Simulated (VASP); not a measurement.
Set up this calculation in VASP 6.6.1, as the native input.

```
Task                               : single point
Functional                         : PBE0
Potentials or basis                : VASP PAW PBE potentials, release 64 (Zn, S)
Cutoff                             : 520 eV
k mesh                             : 6 × 6 × 6
Occupations                        : gaussian, width 0.01 eV
Spin                               : no spin polarisation
Dipole correction                  : no
Grid for exact exchange (PRECFOCK) : Normal
Further INCAR settings             : ALGO = Normal; EDIFF = 1e-06; NBANDS = 16
Share of exact exchange            : 0.25
```

The system is ZnS.

```
Zn S
1.0
     0.00000    2.69410    2.69410
     2.69410    0.00000    2.69410
     2.69410    2.69410    0.00000
Zn S
1 1
Direct
  0.25000 0.25000 0.25000
  0.00000 0.00000 0.00000
```

One way to write it, as run:

POSCAR

```
ZnS
1.0
    0.0000000000      2.6940955616      2.6940955616
    2.6940955616      0.0000000000      2.6940955616
    2.6940955616      2.6940955616      0.0000000000
Zn S
1 1
Direct
    0.2500000000      0.2500000000      0.2500000000
    0.0000000000      0.0000000000      0.0000000000
```

INCAR.step1

```
PREC     = Accurate       # precision mode
ENCUT    = 520            # plane-wave cutoff, eV
EDIFF    = 1E-5           # SCF threshold, eV
ISMEAR   = 0              # smearing method
SIGMA    = 0.01           # smearing width, eV
LREAL    = False          # projectors in reciprocal space
LASPH    = True           # aspherical terms in the spheres
NELM     = 80             # most SCF steps
ALGO     = Normal         # electronic algorithm
ISIF     = 2              # what is computed and relaxed
LWAVE    = True           # write WAVECAR
LCHARG   = False          # write CHGCAR
GGA      = PE             # functional
NBANDS   = 16             # bands
```

INCAR.step2

```
PREC     = Accurate       # precision mode
ENCUT    = 520            # plane-wave cutoff, eV
EDIFF    = 1E-6           # SCF threshold, eV
ISMEAR   = 0              # smearing method
SIGMA    = 0.01           # smearing width, eV
LREAL    = False          # projectors in reciprocal space
LASPH    = True           # aspherical terms in the spheres
NELM     = 80             # most SCF steps
ALGO     = Normal         # electronic algorithm
ISIF     = 2              # what is computed and relaxed
LWAVE    = False          # write WAVECAR
LCHARG   = False          # write CHGCAR
GGA      = PE             # functional
LHFCALC  = True           # exact exchange
AEXX     = 0.25           # exact-exchange fraction
PRECFOCK = Normal       
ISTART   = 1            
NBANDS   = 16             # bands
```

KPOINTS

```
regular mesh
0
Gamma
  6 6 6
```

Potentials or basis: VASP PAW PBE potentials, release 64 (Zn, S).

The run is started by

```bash
$ cat potpaw_PBE.64/Zn/POTCAR potpaw_PBE.64/S/POTCAR > POTCAR
$ cp INCAR.step1 INCAR
$ mpirun -np 1 vasp_std > vasp.out
$ cp INCAR.step2 INCAR
$ mpirun -np 1 vasp_std > vasp.out
```

It gave:

```json
{
  "Pressure": "1.3 GPa",
  "Band gap on the k mesh": "4.05 eV"
}
```

Caveat: the PAW data sets were made with another functional, which shifts forces and pressure a little.

Wall time 87 min on 1 thread of Intel Xeon 8259CL (shared host), peak memory 0.18 GiB.
